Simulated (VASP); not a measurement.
# TaV (Cmmm) in VASP: a series of runs

TaV is run at these levels: revPBE, RPBE, BLYP, LDA; tasks: single point, relaxation of cell and atoms.

Everything below comes from runs of VASP 6.6.1. Logs are shortened: lines on timing, memory, paths and dates and some standing lists are left out, and cuts for length are marked.

### Step 1. The cell of the first run

The structure is orthorhombic, space group Cmmm (No. 65). Conventional cell: a = 3.238 Å, b = 4.631 Å, c = 4.354 Å, α = 90.00°, β = 90.00°, γ = 90.00°. Ta (site symmetry mmm) has 8 V at 2.71 to 3.18 Å and 6 Ta at 2.83 to 3.24 Å within 3.6 Å. Within 3.6 Å of V (site symmetry mmm) lie 8 Ta at 2.71 to 3.18 Å and 6 V at 2.83 to 3.24 Å.

### Step 2. Single point, revPBE, collinear spin, ferromagnetic start

The input, INCAR:

```
SYSTEM = TaV
PREC = Accurate
ENCUT = 520
EDIFF = 1E-7
ISMEAR = -1
SIGMA = 0.05
LREAL = .FALSE.
LASPH = .TRUE.
NELM = 150
ALGO = Normal
ISIF = 2
LWAVE = .FALSE.
LCHARG = .FALSE.
ISPIN = 2
MAGMOM = 0 2
LORBIT = 11
LMAXMIX = 4
GGA = RE
NBANDS = 23
```

The input, KPOINTS:

```
regular mesh
0
G
  7 7 5
  0 0 0
```

The input, POSCAR:

```
TaV
1.0
    1.6189109479     -2.3155539747      0.0000000000
    1.6189109479      2.3155539747      0.0000000000
    0.0000000000      0.0000000000      4.3539569562
Ta V
1 1
Direct
    0.0000000000      0.0000000000      0.0000000000
    0.5000000000      0.5000000000      0.5000000000
```

Potentials or basis: VASP PAW PBE potentials, release 64 (Ta_pv, V_sv).

On the command line:

```
$ cat potpaw_PBE.64/Ta_pv/POTCAR potpaw_PBE.64/V_sv/POTCAR > POTCAR
$ mpirun -np 1 vasp_std > vasp.out
```

OUTCAR:

```text
SYSTEM = TaV
   PREC = Accurate
   ENCUT = 520
   EDIFF = 1E-7
   ISMEAR = -1
   LREAL = .FALSE.
   LASPH = .TRUE.
   NELM = 150
   ISIF = 2
   ISPIN = 2
   LORBIT = 11
   GGA = RE

 ion  position               nearest neighbor table
   1  0.000  0.000  0.000-   2 2.71   2 2.71   2 2.71   2 2.71   2 3.18   2 3.18   2 3.18   2 3.18

   2  0.500  0.500  0.500-   1 2.71   1 2.71   1 2.71   1 2.71   1 3.18   1 3.18   1 3.18   1 3.18

  LATTYP: Found a base centered orthorhombic cell.
 ALAT       =     3.2378218958
 B/A-ratio  =     1.4303158415
 C/A-ratio  =     1.3447178679

  Lattice vectors:

 A1 = (   1.6189109479,  -2.3155539747,   0.0000000000)
 A2 = (   1.6189109479,   2.3155539747,   0.0000000000)
 A3 = (   0.0000000000,   0.0000000000,   4.3539569562)

Analysis of symmetry for initial positions (statically):
=====================================================================
 Subroutine PRICEL returns:
 Original cell was already a primitive cell.

 Routine SETGRP: Setting up the symmetry group for a
 base centered orthorhombic supercell.

 Subroutine GETGRP returns: Found  8 space group operations
 (whereof  8 operations were pure point group operations)
 out of a pool of  8 trial point group operations.

The static configuration has the point symmetry D_2h.

Analysis of symmetry for dynamics (positions and initial velocities):
=====================================================================
 Subroutine PRICEL returns:
 Original cell was already a primitive cell.

 Routine SETGRP: Setting up the symmetry group for a
 base centered orthorhombic supercell.

 Subroutine GETGRP returns: Found  8 space group operations
 (whereof  8 operations were pure point group operations)
 out of a pool of  8 trial point group operations.

The dynamic configuration has the point symmetry D_2h.

Analysis of structural, dynamic, and magnetic symmetry:
=====================================================================
 Subroutine PRICEL returns:
 Original cell was already a primitive cell.

 Routine SETGRP: Setting up the symmetry group for a
 base centered orthorhombic supercell.

 Subroutine GETGRP returns: Found  8 space group operations
 (whereof  8 operations were pure point group operations)
 out of a pool of  8 trial point group operations.

The overall configuration has the point symmetry D_2h.

 Subroutine INISYM returns: Found  8 space group operations
 (whereof  8 operations are pure point group operations),
 and found     1 'primitive' translations

----------------------------------------------------------------------------------------

                                     Primitive cell

  volume of cell :      32.6431

  direct lattice vectors                    reciprocal lattice vectors
     1.618910948 -2.315553975  0.000000000     0.308849601 -0.215931050  0.000000000
     1.618910948  2.315553975  0.000000000     0.308849601  0.215931050  0.000000000
     0.000000000  0.000000000  4.353956956     0.000000000  0.000000000  0.229676134

  length of vectors
     2.825360661  2.825360661  4.353956956     0.376847839  0.376847839  0.229676134

  position of ions in fractional coordinates (direct lattice)
     0.000000000  0.000000000  0.000000000
     0.500000000  0.500000000  0.500000000

  ion indices of the primitive-cell ions
   primitive index   ion index
                 1           1
                 2           2

----------------------------------------------------------------------------------------

 KPOINTS: regular mesh

Automatic generation of k-mesh.
 Grid dimensions read from file:
 generate k-points for:    7    7    5

 Generating k-lattice:

  Cartesian coordinates                     Fractional coordinates (reciprocal lattice)
     0.044121372 -0.030847293  0.000000000     0.142857143  0.000000000  0.000000000
     0.044121372  0.030847293  0.000000000     0.000000000  0.142857143  0.000000000
     0.000000000  0.000000000  0.045935227     0.000000000  0.000000000  0.200000000

  Length of vectors
     0.053835406  0.053835406  0.045935227

  Shift w.r.t. Gamma in fractional coordinates (k-lattice)
     0.000000000  0.000000000  0.000000000

 Subroutine IBZKPT returns following result:
 ===========================================

 Found     48 irreducible k-points:

 Following reciprocal coordinates:
            Coordinates               Weight
  0.000000  0.000000  0.000000      1.000000
  0.142857  0.000000  0.000000      4.000000
  0.285714  0.000000  0.000000      4.000000
  0.428571  0.000000  0.000000      4.000000
  0.142857  0.142857  0.000000      2.000000
  0.285714  0.142857  0.000000      4.000000
[... 16 lines left out ...]
  0.428571  0.142857  0.200000      8.000000
 -0.428571  0.142857  0.200000      8.000000
 [... further k-points ...]
   k-points           NKPTS =     48   k-points in BZ     NKDIM =     48   number of bands    NBANDS=     23
   number of dos      NEDOS =    301   number of ions     NIONS =      2
   total plane-waves  NPLWV =  18432
   dimension x,y,z NGX =    24 NGY =   24 NGZ =   32
   dimension x,y,z NGXF=    48 NGYF=   48 NGZF=   64
   ions per type =               1   1
   NGX,Y,Z   is equivalent  to a cutoff of  14.12, 14.12, 12.22 a.u.
   NGXF,Y,Z  is equivalent  to a cutoff of  28.24, 28.24, 24.44 a.u.
 SYSTEM =  TaV
   PREC   = accura    normal or accurate (medium, high low for compatibility)
   ISTART =      0    job   : 0-new  1-cont  2-samecut
   ICHARG =      2    charge: 1-file 2-atom 10-const
   ISPIN  =      2    spin polarized calculation?
   LNONCOLLINEAR =      F non collinear calculations
   LSORBIT =      F    spin-orbit coupling
   LASPH  =      T    aspherical Exc in radial PAW
   ENCUT  =  520.0 eV  38.22 Ry    6.18 a.u.   5.25  5.25  8.10*2*pi/ulx,y,z
   NELM   =    150;   NELMIN=  2; NELMDL= -5     # of ELM steps
   EDIFF  = 0.1E-06   stopping-criterion for ELM
   LREAL  =      F    real-space projection
   EDIFFG = 0.1E-05   stopping-criterion for IOM
   NSW    =      0    number of steps for IOM
   IBRION =     -1    ionic relax: 0-MD 1-quasi-New 2-CG
   NFREE  =      0    steps in history (QN), initial steepest desc. (CG)
   ISIF   =      2    stress and relaxation
   ISYM   =      2    0-nonsym 1-usesym 2-fastsym
   POTIM  = 0.5000    time-step for ionic-motion
   TEBEG  =    0.0;   TEEND  =   0.0 temperature during run
   PSTRESS=    0.0 pullay stress
   NELECT =      24.0000    total number of electrons
   NUPDOWN=      -1.0000    fix difference up-down
   EMIN   =  10.00;   EMAX   =-10.00  energy-range for DOS
   EFERMI =   0.00;   METHOD = LEGACY
   ISMEAR =    -1;   SIGMA  =   0.05  broadening in eV -4-tet -1-fermi 0-gaus
   EFERMI_NEDOS =   21; number of points for ismear=-14 and -15
   IALGO  =     38    algorithm
   IMIX   =      4    mixing-type and parameters
     AMIX     =   0.40;   BMIX     =  1.00
     AMIX_MAG =   1.60;   BMIX_MAG =  1.00
  volume/ion in A,a.u.               =      16.32       110.14
  Fermi-wavevector in a.u.,A,eV,Ry     =   1.477569  2.792201 29.704397  2.183212
  Thomas-Fermi vector in A             =   2.591957
   LORBIT       =     11    0 simple, 1 ext, 2 COOP (PROOUT), +10 PAW based schemes
   GGA     = RE    functional components
   LHFCALC =     F    Hartree Fock is set to
   AEXX    =    0.0000 exact exchange contribution
   IVDW    =     0    specifies the selected vdW correction
   LEPSILON=     F    determine dielectric tensor
   LRPA    =     F    only Hartree local field effects (RPA)
 spin polarized calculation
  energy-cutoff  :      520.00
  volume of cell :       32.64
 maximum number of plane-waves:       891
 NGX is ok and might be reduce to    24
   NGX = 11   NGY = 11   NGZ = 17

 number of electron      24.0000002 magnetization       0.5302347

 Free energy of the ion-electron system (eV)
  ---------------------------------------------------
  ext. energy  EPLUGINS =         0.00000000
  ---------------------------------------------------
  free energy    TOTEN  =       -19.88592828 eV

  energy without entropy =      -19.86181906  energy(sigma->0) =      -19.87387367

 E-fermi :   7.0059     XC(G=0): -12.4762

 val. band max:        6.9908247021   @ k =  -0.4286   0.1429   0.2000
 cond. band min:       7.0097952225   @ k =   0.2857   0.0000   0.0000
 fundamental gap:      0.0189705203
 Fermi energy:         7.0058786045

 spin component 1

 k-point     1 :       0.0000    0.0000    0.0000
  band No.  band energies     occupation
      1     -57.0505      1.00000
      2     -30.8745      1.00000
      3     -30.7200      1.00000
      4     -30.6475      1.00000
      5     -26.5914      1.00000
      6     -26.1696      1.00000
[... 15 lines left out ...]
     22      21.7999      0.00000
     23      23.5897      0.00000
[... 575 lines left out ...]
      1     -57.0126      1.00000
      2     -30.9536      1.00000
      3     -30.8052      1.00000
      4     -30.7340      1.00000
      5     -26.9393      1.00000
      6     -26.5130      1.00000
[... 15 lines left out ...]
     22      20.6222      0.00000
     23      21.7955      0.00000

 [... further k-points ...]

 spin component 2

 k-point     1 :       0.0000    0.0000    0.0000
  band No.  band energies     occupation
      1     -56.6611      1.00000
      2     -30.4761      1.00000
      3     -30.3141      1.00000
      4     -30.2907      1.00000
      5     -26.5717      1.00000
      6     -26.1614      1.00000
[... 15 lines left out ...]
     22      21.8145      0.00000
     23      23.9154      0.00000
[... 575 lines left out ...]
      1     -56.6230      1.00000
      2     -30.5753      1.00000
      3     -30.4034      1.00000
      4     -30.3498      1.00000
      5     -26.9367      1.00000
      6     -26.4975      1.00000
[... 15 lines left out ...]
     22      20.7804      0.00000
     23      21.8117      0.00000

 [... further k-points ...]
[... 5 lines left out ...]
  --------------------------------------------------------------------------------------
  -------------------------------------------------------------------------------------
  Total        0.0377946      0.0360051      0.0504231     -0.0000000      0.0000000      0.0000000
  in kB        1.8550212      1.7671889      2.4748442     -0.0000000      0.0000000      0.0000000
  external PRESSURE =       2.0323514 kB  Pullay stress =       0.0000000 kB

 VOLUME and BASIS-vectors are now :
 -----------------------------------------------------------------------------
  energy-cutoff  :      520.00
  volume of cell :       32.64
      direct lattice vectors                 reciprocal lattice vectors
     1.618910948 -2.315553975  0.000000000     0.308849601 -0.215931050  0.000000000
     1.618910948  2.315553975  0.000000000     0.308849601  0.215931050  0.000000000
     0.000000000  0.000000000  4.353956956     0.000000000  0.000000000  0.229676134

 POSITION                                       TOTAL-FORCE (eV/Angst)
 -----------------------------------------------------------------------------------
      0.00000      0.00000      0.00000        -0.000000      0.000000      0.000000
      1.61891      0.00000      2.17698         0.000000      0.000000      0.000000
 -----------------------------------------------------------------------------------
    total drift:                                0.000000      0.000000     -0.000000

  FREE ENERGIE OF THE ION-ELECTRON SYSTEM (eV)
  ---------------------------------------------------
  free  energy   TOTEN  =       -19.8859282824 eV

  energy  without entropy=      -19.8618190645  energy(sigma->0) =      -19.87387367

 total charge

# of ion       s       p       d       tot
------------------------------------------
    1        0.391   6.165   2.415   8.971
    2        2.303   6.197   3.004  11.504
--------------------------------------------------
tot          2.694  12.362   5.419  20.475

 magnetization (x)

# of ion       s       p       d       tot
------------------------------------------
    1       -0.002   0.013   0.007   0.017
    2        0.005   0.014   0.401   0.419
--------------------------------------------------
tot          0.003   0.026   0.407   0.437
```

It took 47 s on 1 thread of Oxide Virtual Turin-like, shared host; peak memory 0.17 GiB.

Results:

```yaml
Free_energy: -19.8859 eV
Pressure: 0.2 GPa
Net_moment: 0.53 μB per cell
Site_moments: Ta +0.02; V +0.42 μB
Valence_electrons_inside_the_program's_atomic_spheres: Ta 8.97; V 11.50
```

Caveat: the PAW data sets were made with another functional, which shifts forces and pressure a little; spin-orbit coupling is left out, which moves the levels of the heavy elements.

### Step 3. Single point, RPBE, collinear spin, ferromagnetic start

This run uses another cell than the first one, of 16.42 Å³/atom.

The input, INCAR:

```
  ALGO = Normal
  EDIFF = 1E-6
  ENCUT = 520
  GGA = RP
  ISIF = 2
  ISMEAR = -1
  ISPIN = 2
  LASPH = True
  LCHARG = False
  LMAXMIX = 4
  LORBIT = 11
  LREAL = False
  LWAVE = False
  MAGMOM = 0 2
  NBANDS = 23
  NELM = 150
  PREC = Accurate
  SIGMA = 0.05
```

The input, KPOINTS:

```
k-points
0
Gamma
  7 7 5
```

The input, POSCAR:

```
TaV
1.0
    1.6228566283     -2.3195288840      0.0000000000
    1.6228566283      2.3195288840      0.0000000000
    0.0000000000      0.0000000000      4.3624929513
Ta V
1 1
Direct
    0.0000000000      0.0000000000      0.0000000000
    0.5000000000      0.5000000000      0.5000000000
```

Potentials or basis: VASP PAW PBE potentials, release 64 (Ta_pv, V_sv).

On the command line:

```
$ cat potpaw_PBE.64/Ta_pv/POTCAR potpaw_PBE.64/V_sv/POTCAR > POTCAR
$ mpirun -np 1 vasp_std > vasp.out
```

Wall time 59 s (1 thread of Oxide Virtual Turin-like, shared host); peak memory 0.17 GiB.

Results (log left out):

```yaml
Free_energy: -19.6876 eV
Pressure: 0.2 GPa
Net_moment: 0.55 μB per cell
Site_moments: Ta +0.01; V +0.44 μB
Valence_electrons_inside_the_program's_atomic_spheres: Ta 8.96; V 11.49
```

Levels at points of the mesh, in eV from the Fermi level:
Spin up:
```tsv
k point	band 9	band 10	band 11	band 12	band 13	band 14	band 15	band 16
(0.00, 0.00, 0.00)	-3.65	-1.39	-0.15	0.36	0.71	1.79	1.96	2.09
```
Spin down:
```csv
k point,band 8,band 9,band 10,band 11,band 12,band 13,band 14,band 15,band 16,band 17
"(0.00, 0.00, 0.00)",-7.22,-3.50,-1.19,0.29,0.68,0.98,2.09,2.11,2.30,4.11
```

Caveat: the PAW data sets were made with another functional, which shifts forces and pressure a little; spin-orbit coupling is left out, which moves the levels of the heavy elements.

### Step 4. Single point, BLYP, collinear spin, ferromagnetic start

This run uses another cell than the first one, of 16.56 Å³/atom.

The input, INCAR:

```
SYSTEM = TaV
PREC     = Accurate       ! precision mode
ENCUT    = 520            ! plane-wave cutoff, eV
EDIFF    = 1E-7           ! SCF threshold, eV
ISMEAR   = -1             ! smearing method
SIGMA    = 0.05           ! smearing width, eV
LREAL    = .False.        ! projectors in reciprocal space
LASPH    = .True.         ! aspherical terms in the spheres
NELM     = 150            ! most SCF steps
ALGO     = Normal         ! electronic algorithm
ISIF     = 2              ! what is computed and relaxed
LWAVE    = .False.        ! write WAVECAR
LCHARG   = .True.         ! write CHGCAR
ISPIN    = 2              ! spin polarisation
MAGMOM   = 0 2            ! initial moments
LORBIT   = 11             ! projections on sites
LMAXMIX  = 4              ! l up to which the mixer works
GGA      = B5             ! functional
ALDAX    = 1.0          
AGGAX    = 1.0          
AGGAC    = 1.0          
ALDAC    = 0.0          
LELF     = .True.         ! ELF
LVHAR    = .True.       
NBANDS   = 23             ! bands
```

The input, KPOINTS:

```
regular mesh
0
Gamma
  7 7 5
  0 0 0
```

The input, POSCAR:

```
TaV
1.0
    1.6201466225     -2.3443212673      0.0000000000
    1.6201466225      2.3443212673      0.0000000000
    0.0000000000      0.0000000000      4.3594669254
Ta V
1 1
Direct
    0.0000000000      0.0000000000      0.0000000000
    0.5000000000      0.5000000000      0.5000000000
```

Potentials or basis: VASP PAW PBE potentials, release 64 (Ta_pv, V_sv).

On the command line:

```
$ cat potpaw_PBE.64/Ta_pv/POTCAR potpaw_PBE.64/V_sv/POTCAR > POTCAR
$ mpirun -np 1 vasp_std > vasp.out
```

OUTCAR:

```text
SYSTEM = TaV
   PREC = Accurate
   ENCUT = 520
   EDIFF = 1E-7
   ISMEAR = -1
   LREAL = .False.
   LASPH = .True.
   NELM = 150
   ISIF = 2
   ISPIN = 2
   LORBIT = 11
   GGA = B5

 ion  position               nearest neighbor table
   1  0.000  0.000  0.000-   2 2.72   2 2.72   2 2.72   2 2.72   2 3.20   2 3.20   2 3.20   2 3.20

   2  0.500  0.500  0.500-   1 2.72   1 2.72   1 2.72   1 2.72   1 3.20   1 3.20   1 3.20   1 3.20

  LATTYP: Found a base centered orthorhombic cell.
 ALAT       =     3.2402932450
 B/A-ratio  =     1.4469809305
 C/A-ratio  =     1.3453927147

  Lattice vectors:

[... 1464 lines left out ...]

 VOLUME and BASIS-vectors are now :
 -----------------------------------------------------------------------------
  energy-cutoff  :      520.00
  volume of cell :       33.12
      direct lattice vectors                 reciprocal lattice vectors
     1.620146623 -2.344321267  0.000000000     0.308614043 -0.213281348  0.000000000
     1.620146623  2.344321267  0.000000000     0.308614043  0.213281348  0.000000000
     0.000000000  0.000000000  4.359466925     0.000000000  0.000000000  0.229385844

 POSITION                                       TOTAL-FORCE (eV/Angst)
 -----------------------------------------------------------------------------------
      0.00000      0.00000      0.00000        -0.000000     -0.000000      0.000000
      1.62015      0.00000      2.17973         0.000000      0.000000      0.000000
 -----------------------------------------------------------------------------------
    total drift:                                0.000000      0.000000     -0.000000

  FREE ENERGIE OF THE ION-ELECTRON SYSTEM (eV)
  ---------------------------------------------------
  free  energy   TOTEN  =       -18.0106332734 eV

  energy  without entropy=      -17.9806886864  energy(sigma->0) =      -17.99566098

 total charge

# of ion       s       p       d       tot
------------------------------------------
    1        0.381   6.144   2.466   8.991
    2        2.303   6.181   3.079  11.563
--------------------------------------------------
tot          2.685  12.325   5.545  20.554

 magnetization (x)

# of ion       s       p       d       tot
------------------------------------------
    1       -0.001   0.007   0.000   0.006
    2        0.003   0.007   0.217   0.226
--------------------------------------------------
tot          0.002   0.013   0.217   0.232
```

stdout:

```text
POSCAR found type information on POSCAR TaV
 POSCAR found :  2 types and       2 ions
 scaLAPACK will be used
 -----------------------------------------------------------------------------
|                                                                             |
|                                                                             |
|     You enforced a specific xc type in the INCAR file but a different       |
|     I HOPE YOU KNOW WHAT YOU ARE DOING!                                     |
|                                                                             |
 -----------------------------------------------------------------------------

 LDA part: xc-table for (Slater(with rela. corr.)+VWN5), standard interpolation
 POSCAR, INCAR and KPOINTS ok, starting setup
 FFT: planning ... GRIDC
 FFT: planning ... GRID_SOFT
 FFT: planning ... GRID
 WAVECAR not read
 entering main loop
```

Wall time 2.2 min (1 thread of Oxide Virtual Turin-like, shared host); peak memory 0.17 GiB.

What came out:

```yaml
Free_energy: -18.0106 eV
Pressure: 0.6 GPa
Net_moment: 0.28 μB per cell
Site_moments: Ta +0.01; V +0.23 μB
Valence_electrons_inside_the_program's_atomic_spheres: Ta 8.99; V 11.56
```

Caveat: a moment this small can come from the mesh or the smearing; the PAW data sets were made with another functional, which shifts forces and pressure a little; spin-orbit coupling is left out, which moves the levels of the heavy elements.

(Continued in part 2 of 2.)
